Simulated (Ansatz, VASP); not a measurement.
# Two plane-wave programs on Pt

```
CELL_PARAMETERS angstrom
0.00000 1.92087 1.92087
1.92087 0.00000 1.92087
1.92087 1.92087 0.00000
ATOMIC_POSITIONS crystal
Pt 0.00000 0.00000 0.00000
```

Alike in both runs: task single point; functional LDA; k mesh 12 × 12 × 12; occupations fermi-dirac, width 0.05 eV; no spin polarisation.

|  | VASP | Ansatz |
| --- | --- | --- |
| version | VASP 6.6.1 | Ansatz 0.2.0 |
| potentials or method | VASP PAW LDA potentials, release 64 (Pt_sv_GW) | Ansatz PAW |
| plane-wave cutoff (eV) | 570 | 420 |
| valence electrons in the cell | 18 | 18 |

|  | VASP | Ansatz | Ansatz less VASP |
| --- | --- | --- | --- |
| gap on the k mesh at the Fermi level (eV) | none | none | - |
| pressure (GPa) | 13.7 | 14.0 | +0.29 |

LDA's correlation is that of Perdew and Zunger in VASP and of Perdew and Wang (1992) in Ansatz. A gap of «none» marks a metal or a gap that the smearing closes.

Neither program's run includes spin-orbit coupling.
